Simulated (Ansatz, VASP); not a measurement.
Sb in VASP and in Ansatz

```xyz
2
Lattice="2.1542 1.2437 3.7580 -2.1542 1.2437 3.7580 0.0000 -2.4875 3.7580" Properties=species:S:1:pos:R:3 pbc="T T T"
Sb    0.0000    0.0000    2.6324
Sb    0.0000    0.0000    8.6416
```

Alike in both runs: task single point; functional PBEsol; k mesh 8 × 8 × 8; occupations fermi-dirac, width 0.15 eV; no spin polarisation.

|  | VASP | Ansatz |
| --- | --- | --- |
| version | VASP 6.6.1 | Ansatz 0.2.0 |
| potentials or method | VASP PAW PBE potentials, release 64 (Sb), cutoff 520 eV | plane waves, PAW |
| valence electrons in the cell | 10 | 30 |

```tsv
	VASP	Ansatz	Ansatz less VASP
pressure (GPa)	0.2	0.0	-0.19
traceless stress, the component that is largest in VASP (GPa)	-0.25	-0.20	+0.052
```

VASP's potentials were made for PBE, not for PBEsol. The functional is the same, so the differences come from potentials, cutoffs and numerics. VASP's potentials hold 10 valence electrons a cell and Ansatz's 30, so a difference there can come from the potentials and not from the codes.

Neither program's run includes spin-orbit coupling.
